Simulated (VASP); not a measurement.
# BeS (F-43m) in VASP: G0W0 quasiparticle levels with PBE

Aim: the G0W0 quasiparticle levels of BeS with PBE.

All numbers are computed with VASP 6.6.1; they aren't measurements. Logs are shortened: lines on timing, memory, paths and dates and some standing lists are left out, and cuts for length are marked.

**1. The cell of the first run**

Symmetry: F-43m, No. 216, cubic system. The conventional cell has a = 4.820 Å, b = 4.820 Å, c = 4.820 Å, α = 90.00°, β = 90.00°, γ = 90.00°. Within 2.8 Å of Be (site symmetry -43m) lie 4 S at 2.09 Å. Within 2.8 Å of S (site symmetry -43m) lie 4 Be at 2.09 Å.

**2. G0W0 quasiparticle levels, PBE**

POSCAR reads:

```
BeS
1.0
    0.0000000000      2.4099631659      2.4099631659
    2.4099631659      0.0000000000      2.4099631659
    2.4099631659      2.4099631659      0.0000000000
Be S
1 1
Direct
    0.0000000000      0.0000000000      0.0000000000
    0.2500000000      0.2500000000      0.2500000000
```

INCAR.step1 reads:

```
PREC = Accurate
ENCUT = 500
EDIFF = 1E-8
ISMEAR = 0
SIGMA = 0.01
LREAL = False
LASPH = True
NELM = 80
ALGO = Normal
LWAVE = True
LCHARG = False
GGA = PE
```

INCAR.step2 reads:

```
PREC = Accurate
ENCUT = 500
EDIFF = 1E-8
ISMEAR = 0
SIGMA = 0.01
LREAL = False
LASPH = True
NELM = 1
ALGO = Exact
LWAVE = True
LCHARG = False
GGA = PE
NBANDS = 120
LOPTICS = True
ISTART = 1
```

INCAR.step3 reads:

```
PREC = Accurate
ENCUT = 500
EDIFF = 1E-8
ISMEAR = 0
SIGMA = 0.01
LREAL = False
LASPH = True
ALGO = EVGW0
LWAVE = False
LCHARG = False
GGA = PE
NELMGW = 1
NBANDS = 120
ENCUTGW = 150.0
NOMEGA = 96
PRECFOCK = Fast
ISTART = 1
NBANDSGW = 12
OMEGAMAX = 20
```

KPOINTS reads:

```
Automatic mesh
0
Gamma
  6 6 6
```

Potentials or basis: VASP PAW PBE potentials, release 64 (Be_GW, S_GW).

Command:

```sh
$ cat potpaw_PBE.64/Be_GW/POTCAR potpaw_PBE.64/S_GW/POTCAR > POTCAR
$ cp INCAR.step1 INCAR
$ mpirun -np 1 vasp_std > vasp.out
$ cp INCAR.step2 INCAR
$ mpirun -np 1 vasp_std > vasp.out
$ cp INCAR.step3 INCAR
$ mpirun -np 1 vasp_std > vasp.out
```

OUTCAR:

```text
PREC = Accurate
   ENCUT = 500
   EDIFF = 1E-8
   ISMEAR = 0
   LREAL = False
   LASPH = True
   GGA = PE
   NELMGW = 1
   ENCUTGW = 150.0
   PRECFOCK = Fast
   ISTART = 1

 ion  position               nearest neighbor table
   1  0.000  0.000  0.000-   2 2.09   2 2.09   2 2.09   2 2.09
   2  0.250  0.250  0.250-   1 2.09   1 2.09   1 2.09   1 2.09

  LATTYP: Found a face centered cubic cell.
 ALAT       =     4.8199263318

  Lattice vectors:

 A1 = (   0.0000000000,   2.4099631659,   2.4099631659)
 A2 = (   2.4099631659,   0.0000000000,   2.4099631659)
 A3 = (   2.4099631659,   2.4099631659,   0.0000000000)

Analysis of symmetry for initial positions (statically):
=====================================================================
 Subroutine PRICEL returns:
 Original cell was already a primitive cell.

 Routine SETGRP: Setting up the symmetry group for a
 face centered cubic supercell.

 Subroutine GETGRP returns: Found 24 space group operations
 (whereof 24 operations were pure point group operations)
 out of a pool of 48 trial point group operations.

The static configuration has the point symmetry T_d .

Analysis of symmetry for dynamics (positions and initial velocities):
=====================================================================
 Subroutine PRICEL returns:
 Original cell was already a primitive cell.

 Routine SETGRP: Setting up the symmetry group for a
 face centered cubic supercell.

 Subroutine GETGRP returns: Found 24 space group operations
 (whereof 24 operations were pure point group operations)
 out of a pool of 48 trial point group operations.

The dynamic configuration has the point symmetry T_d .

 Subroutine INISYM returns: Found 24 space group operations
 (whereof 24 operations are pure point group operations),
 and found     1 'primitive' translations

----------------------------------------------------------------------------------------

                                     Primitive cell

  volume of cell :      27.9938

[... 78 lines left out ...]
   NELM   =     60;   NELMIN=  2; NELMDL=  0     # of ELM steps
   EDIFF  = 0.1E-07   stopping-criterion for ELM
   LREAL  =      F    real-space projection
   EDIFFG = 0.1E-06   stopping-criterion for IOM
   NSW    =      0    number of steps for IOM
   IBRION =     -1    ionic relax: 0-MD 1-quasi-New 2-CG
   NFREE  =      0    steps in history (QN), initial steepest desc. (CG)
   ISIF   =      0    stress and relaxation
   ISYM   =      3    0-nonsym 1-usesym 2-fastsym
   POTIM  = 0.5000    time-step for ionic-motion
   TEBEG  =    0.0;   TEEND  =   0.0 temperature during run
   PSTRESS=    0.0 pullay stress
   NELECT =       8.0000    total number of electrons
   NUPDOWN=      -1.0000    fix difference up-down
   EMIN   =  10.00;   EMAX   =-10.00  energy-range for DOS
   EFERMI =   0.00;   METHOD = LEGACY
   ISMEAR =     0;   SIGMA  =   0.01  broadening in eV -4-tet -1-fermi 0-gaus
   EFERMI_NEDOS =   21; number of points for ismear=-14 and -15
   IALGO  =     38    algorithm
   IMIX   =      4    mixing-type and parameters
     AMIX     =   0.40;   BMIX     =  1.00
     AMIX_MAG =   1.60;   BMIX_MAG =  1.00
  volume/ion in A,a.u.               =      14.00        94.46
  Fermi-wavevector in a.u.,A,eV,Ry     =   1.078329  2.037745 15.820751  1.162792
  Thomas-Fermi vector in A             =   2.214264
   LORBIT       =      0    0 simple, 1 ext, 2 COOP (PROOUT), +10 PAW based schemes
   GGA     = PE    functional components
   LHFCALC =     T    Hartree Fock is set to
   PRECFOCK=fast      Normal, Fast or Accurate (Low or Medium for compatibility)
   ENCUT4O =  -1.0   cutoff for four orbital integrals eV
   NKREDX  =     1    reduce k-point grid by
   NKREDY  =     1    reduce k-point grid by
   NKREDZ  =     1    reduce k-point grid by
   AEXX    =    1.0000 exact exchange contribution
   HFSCREEN=    0.0000 screening length (either q_TF or 0.3 A-1)
   HFSCREENC=   0.0000 screening length for correlation (either q_TF or 0.3 A-1)
   ENCUTFOCK=  -1.0 apply spherical cutoff to Coloumb kernel
   IVDW    =     0    specifies the selected vdW correction
   LEPSILON=     F    determine dielectric tensor
   LRPA    =     F    only Hartree local field effects (RPA)
   LRPAFORCE           =     F    calculate RPA forces
   ENCUTGW             = 150.0    cutoff for response function in eV
   ENCUTGWSOFT         = 120.0    soft cutoff for Coulomb kernel in GW response function in eV
   ENCUTLF             =  -1.0    cutoff for local field effects
   NELMGW              =     1    number of iterations in solving QP/BSE equation
   NELMHF              =     1    number of iterations in the inner HF iteration
   NKREDLFX            =     1    NKREDLFY  =   1   NKREDLFZ  =   1
 non-spin polarized calculation
 Gauss-broadening in eV      SIGMA  =   0.01
  energy-cutoff  :      500.00
  volume of cell :       27.99
 maximum number of plane-waves:       725
 NGX is ok and might be reduce to    28
  NGX = 16; NGY = 16; NGZ = 16
   NGX = 13   NGY = 13   NGZ = 13
 maximum number of plane-waves:       125

 QP shifts <psi_nk| G(iteration)W_0 |psi_nk>: iteration 1
 for sc-GW calculations column KS-energies equals QP-energies in previous step
 and V_xc(KS)=  KS-energies - (<T + V_ion + V_H > + <T+V_H+V_ion>^1  + <V_x>^1)

 k-point   1 :       0.0000    0.0000    0.0000
  band No.  KS-energies  QP-energies   sigma(KS)   V_xc(KS)     V^pw_x(r,r')   Z            occupation Imag(sigma)

      1      -9.8452     -10.7782     -14.1176     -12.8182     -21.3919       0.7180       2.0000       1.4578
      2       3.9797       3.0053     -14.9982     -13.7658     -16.5025       0.7906       2.0000       0.0256
      3       3.9797       3.0053     -14.9982     -13.7658     -16.5025       0.7906       2.0000       0.0256
      4       3.9797       3.0053     -14.9982     -13.7658     -16.5025       0.7906       2.0000       0.0256
      5       9.6185      10.3499      -9.7255     -10.6390      -5.3888       0.8007       0.0000      -0.0553
      6       9.6185      10.3499      -9.7255     -10.6390      -5.3888       0.8007       0.0000      -0.0553
      7       9.6185      10.3499      -9.7255     -10.6390      -5.3888       0.8007       0.0000      -0.0553
      8      10.0218      10.4871      -9.9303     -10.5131      -5.3678       0.7984       0.0000      -0.0597
      9      16.6566      17.4446     -10.5254     -11.5514      -5.0253       0.7681       0.0000      -0.1673
     10      16.6566      17.4446     -10.5254     -11.5514      -5.0253       0.7681       0.0000      -0.1673
     11      19.0140      19.0077      -8.6665      -8.6580      -2.3864       0.7522       0.0000      -0.4077
     12      20.6172      20.7367      -8.6436      -8.7974      -2.3052       0.7771       0.0000      -0.5291
[... 228 lines left out ...]
      1      -7.5780      -8.3050     -14.9485     -13.9413     -21.6048       0.7218       2.0000       0.9881
      2      -0.7114      -1.9900     -13.5989     -11.8792     -16.6617       0.7435       2.0000       0.0749
      3       0.4779      -0.7138     -13.6958     -12.1326     -16.2184       0.7623       2.0000       0.0535
      4       0.7002      -0.4414     -13.4075     -11.9212     -15.7440       0.7680       2.0000       0.0487
      5       9.1171       9.5414      -9.5834     -10.1091      -5.4199       0.8068       0.0000      -0.0551
      6      10.6284      11.2142      -9.7549     -10.4883      -5.2663       0.7986       0.0000      -0.0614
      7      14.0766      14.7429     -10.0025     -10.8776      -4.4640       0.7614       0.0000      -0.1173
      8      14.4968      15.2720     -10.6013     -11.6263      -5.0167       0.7563       0.0000      -0.1180
      9      18.3441      19.1882     -10.8788     -12.0023      -4.5619       0.7514       0.0000      -0.3247
     10      18.6585      19.2162     -10.8376     -11.5910      -4.2413       0.7401       0.0000      -0.3964
     11      20.8862      21.7107     -10.7732     -11.8611      -4.0294       0.7579       0.0000      -0.5329
     12      22.4888      22.9369     -10.3868     -10.9550      -3.6881       0.7886       0.0000      -0.7950
```

Wall time 3.4 min (1 thread of Intel Xeon 6975P-C (Granite Rapids), shared host); peak memory 0.58 GiB.

What came out:

- Quasiparticle gap: 4.37 eV
- Least direct quasiparticle gap: 7.25 eV
- Band gap of the starting levels on the mesh: 3.06 eV
- Least direct gap of the starting levels on the mesh: 5.64 eV

Caveat: the k points lie up to 0.38 Å⁻¹ apart; bands, screening cutoff and mesh are small and nothing is extrapolated, so the quasiparticle values aren't converged.
